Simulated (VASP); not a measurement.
Write the native input for VASP 6.6.1 that does the following.

```
Task                   : single point
Functional             : PBEsol
Potentials or basis    : VASP PAW PBE potentials, release 64 (Mo_sv, S)
Cutoff                 : 520 eV
k mesh                 : 9 × 9 × 4
Occupations            : fermi-dirac, width 0.05 eV
Spin                   : no spin polarisation
Hubbard terms          : Mo d U = 1.0 eV
Dipole correction      : no
Further INCAR settings : ALGO = Normal; EDIFF = 1e-06; NBANDS = 20
```

The structure of MoS2 lies in POSCAR:

```
MoS2
1.0
    3.2274645616      0.0000000000      0.0000000000
   -1.6137322808      2.7950663001      0.0000000000
    0.0000000000      0.0000000000      6.3124734200
Mo S
1 2
Direct
    0.0000000000      0.0000000000      0.5000000000
    0.6666666667      0.3333333333      0.7446806800
    0.3333333333      0.6666666667      0.2553193200
```

One way to write it, as run:

INCAR

```
SYSTEM = MoS2
PREC = Accurate
ENCUT = 520
EDIFF = 1E-6
ISMEAR = -1
SIGMA = 0.05
LREAL = .FALSE.
LASPH = .TRUE.
NELM = 150
ALGO = Normal
ISIF = 2
LWAVE = .FALSE.
LCHARG = .FALSE.
LMAXMIX = 4
LDAU = .TRUE.
LDAUTYPE = 2
LDAUL = 2 -1
LDAUU = 1 0
LDAUJ = 0 0
LDAUPRINT = 1
GGA = PS
NBANDS = 20
```

KPOINTS

```
Automatic mesh
0
G
  9 9 4
  0 0 0
```

Potentials or basis: VASP PAW PBE potentials, release 64 (Mo_sv, S).

The run is started by

```sh
$ cat potpaw_PBE.64/Mo_sv/POTCAR potpaw_PBE.64/S/POTCAR > POTCAR
$ mpirun -np 1 vasp_std > vasp.out
```

It gave:

| Quantity | Value |
| --- | --- |
| Pressure | -2.9 GPa |
| Largest force | 0.071 eV/Å |
| Band gap on the k mesh | zero (band 13 reaches 7.48 eV, above the bottom of band 14 at 6.47 eV) |

Caveat: the PAW data sets were made with another functional, which shifts forces and pressure a little; this functional lacks dispersion, which binds the layers, so the pressure and a relaxed spacing across them are unreliable; U without spin polarisation on a metal has little footing.

Run time: 24 s on 1 thread of Intel(R) Xeon(R) Platinum 8488C (Sapphire Rapids) (shared host), peak memory 0.19 GiB.
